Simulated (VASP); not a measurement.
The system is PtS2.

```xyz
6
Lattice="-2.4733 2.4733 6.2080 2.4733 -2.4733 6.2080 2.4733 2.4733 -6.2080" Properties=species:S:1:pos:R:3 pbc="T T T"
Pt    0.0000    2.4733    3.1040
Pt    0.0000    0.0000    0.0000
S     0.0000    2.4733    0.5215
S     0.0000    0.0000    9.8335
S     0.0000    0.0000    2.5825
S     0.0000    2.4733    5.6865
```

```yaml
Program: VASP 6.6.1
Task: relaxation of cell and atoms
Functional: PBEsol
Potentials_or_basis: VASP PAW PBE potentials, release 64 (Pt, S)
Cutoff: 600 eV
k_mesh: 6 × 6 × 6
Occupations: fermi-dirac, width 0.03 eV
Spin: no spin polarisation
```

At the start: pressure -14.6 GPa; volume 25.32 Å³/atom.

**Question.** Where does the relaxation end?

**Answer.** Over 9 steps the energy falls by 296.1 meV/atom and the volume is 20.96 Å³/atom (-17.2 %); space group I4_1/amd (No. 141, to 0.1 Å) before and after.

Step by step:
| step | energy change (eV) | largest force (eV/Å) | pressure (GPa) | volume (Å³) |
| --- | --- | --- | --- | --- |
| 1 | 0.0000 | 1.3277 | -14.59 | 151.91 |
| 2 | 0.3666 | 3.6438 | 33.93 | 106.41 |
| 3 | -1.7689 | 0.2005 | -0.92 | 126.35 |
| 4 | -1.7735 | 0.1222 | -0.12 | 125.56 |
| 5 | -1.7739 | 0.0704 | 0.40 | 125.07 |
| 6 | -1.7758 | 0.0490 | 0.34 | 125.53 |
| 7 | -1.7760 | 0.0196 | 0.35 | 125.42 |
| 8 | -1.7758 | 0.0374 | -0.39 | 126.20 |
| 9 | -1.7764 | 0.0070 | 0.00 | 125.78 |

Final structure:
```yaml
crystal:
  lattice:
    - [-2.36067, 2.36067, 5.64273]
    - [2.36067, -2.36067, 5.64273]
    - [2.36067, 2.36067, -5.64273]
  atoms:
    - { symbol: Pt, position: [0.75000, 0.25000, 0.50000] }
    - { symbol: Pt, position: [0.00000, 0.00000, 0.00000] }
    - { symbol: S, position: [0.54469, 0.04469, 0.50000] }
    - { symbol: S, position: [0.79469, 0.79469, 0.00000] }
    - { symbol: S, position: [0.20531, 0.20531, 0.00000] }
    - { symbol: S, position: [0.95531, 0.45531, 0.50000] }
```

Caveat: the volume moved by over 15 % at a fixed basis, so the end points are rough; the PAW data sets were made with another functional, which shifts forces and pressure a little.
